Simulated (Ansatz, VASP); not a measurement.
**SnO2: VASP beside Ansatz**

```xyz
12
Lattice="3.1399 1.8128 4.0034 -3.1399 1.8128 4.0034 0.0000 -3.6257 4.0034" Properties=species:S:1:pos:R:3 pbc="T T T"
Sn    0.0000    0.0000   10.3833
Sn    0.0000   -1.8129    6.3839
Sn   -1.5700    0.9064    6.3839
Sn    1.5700    0.9064    6.3839
O    -1.5690   -0.9059    5.4411
O     1.5690   -0.9059    5.4411
O     0.0000    1.8117    5.4411
O     0.0000    0.0000    7.3255
O     0.0000    0.0000    1.4394
O     0.0000   -1.8140    3.3204
O    -1.5709    0.9070    3.3204
O     1.5709    0.9070    3.3204
```

Alike in both runs: task single point; functional LDA; k mesh 6 × 6 × 6; occupations gaussian, width 0.05 eV; no spin polarisation.

```csv
,VASP,Ansatz
version,VASP 6.6.1,Ansatz 0.2.0
potentials or method,"VASP PAW LDA potentials, release 64 (Sn_d, O), cutoff 520 eV","scalar-relativistic, plane waves, PAW"
valence electrons in the cell,104,104
```

```tsv
	VASP	Ansatz	Ansatz less VASP
gap on the k mesh at the Fermi level (eV)	2.14	2.14	-0.003
least direct gap on the mesh (eV)	2.14	2.14	-0.003
pressure (GPa)	15.5	13.8	-1.72
traceless stress, the component that is largest in VASP (GPa)	-5.94	-4.94	+1.000
rms of the force components (eV/Å)	0.393	0.341	-0.0516
```

Ansatz warns that its potentials were made for another functional, while VASP's fit it. LDA's correlation is that of Perdew and Zunger in VASP and of Perdew and Wang (1992) in Ansatz. Atom by atom the forces differ by 0.052 eV/Å (rms over components).
